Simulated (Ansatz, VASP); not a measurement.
## Two plane-wave programs on HfC

File INCAR:

```
PREC     = Accurate       # precision mode
ENCUT    = 600            # plane-wave cutoff, eV
EDIFF    = 1E-6           # SCF threshold, eV
ISMEAR   = 0              # smearing method
SIGMA    = 0.1            # smearing width, eV
LREAL    = False          # projectors in reciprocal space
LASPH    = True           # aspherical terms in the spheres
NELM     = 100            # most SCF steps
ALGO     = Normal         # electronic algorithm
ISIF     = 3              # what is computed and relaxed
LWAVE    = False          # write WAVECAR
LCHARG   = False          # write CHGCAR
GGA      = PE             # functional
IBRION   = 2              # ionic algorithm
NSW      = 80             # ionic steps
EDIFFG   = -0.05          # ionic threshold
```

The input KPOINTS:

```
Automatic mesh
0
Gamma
  6 6 4
```

File POSCAR:

```
HfC
1.0
    3.7435624979      0.0000000000      0.0000000000
   -1.8717812490      3.2420202239      0.0000000000
    0.0000000000      0.0000000000      6.1436999882
Hf C
2 2
Direct
    0.3333333333      0.6666666667      0.4995817072
    0.6666666667      0.3333333333      0.9995817072
    0.3333333333      0.6666666667      0.8754182928
    0.6666666667      0.3333333333      0.3754182928
```

Input for Ansatz:

```yaml
crystal:
  lattice:
    - [3.7435624979, 0.0, 0.0]
    - [-1.871781249, 3.2420202239, 0.0]
    - [0.0, 0.0, 6.1436999882]
  atoms:
    - { symbol: Hf, position: [0.3333333333, 0.6666666667, 0.4995817072] }
    - { symbol: Hf, position: [0.6666666667, 0.3333333333, 0.9995817072] }
    - { symbol: C, position: [0.3333333333, 0.6666666667, 0.8754182928] }
    - { symbol: C, position: [0.6666666667, 0.3333333333, 0.3754182928] }
basis:
  ecutwfc: 420
kpoints:
  mp_grid: { grid: [6, 6, 4] }
hamiltonian:
  xc: pbe
scf:
  occupations: { method: gaussian, width: 0.1 }
output:
  forces: true
  stress: true
  eigenvalues: true
relax:
  adjacent_minimum: "off"
  f_tol: 0.05
  max_steps: 60
  cell: { stress_tol: 0.5 }
```

Alike in both runs: task relaxation of cell and atoms; functional PBE; k mesh 6 × 6 × 4; occupations gaussian, width 0.1 eV; no spin polarisation.

|  | VASP | Ansatz |
| --- | --- | --- |
| version | VASP 6.6.1 | Ansatz 0.2.0 |
| potentials or method | VASP PAW PBE potentials, release 64 (Hf_pv, C), cutoff 600 eV | scalar-relativistic, plane waves, PAW |
| valence electrons in the cell | 28 | 60 |

|  | VASP | Ansatz | Ansatz less VASP |
| --- | --- | --- | --- |
| gap on the k mesh at the Fermi level, each at its own relaxed structure (eV) | none | none | - |
| relaxed volume (Å³/atom) | 14.86 | 14.93 | +0.066 |
| relaxed cell length with the largest relative difference (Å) | 4.649 | 4.658 | +0.0095 |

A gap of «none» marks a metal or a gap that the smearing closes. VASP's potentials hold 28 valence electrons a cell and Ansatz's 60, so a difference there can come from the potentials and not from the codes.

Spin-orbit coupling is off throughout. Noted on VASP's run: the volume moved by over 15 % at a fixed basis, so the end points are rough.
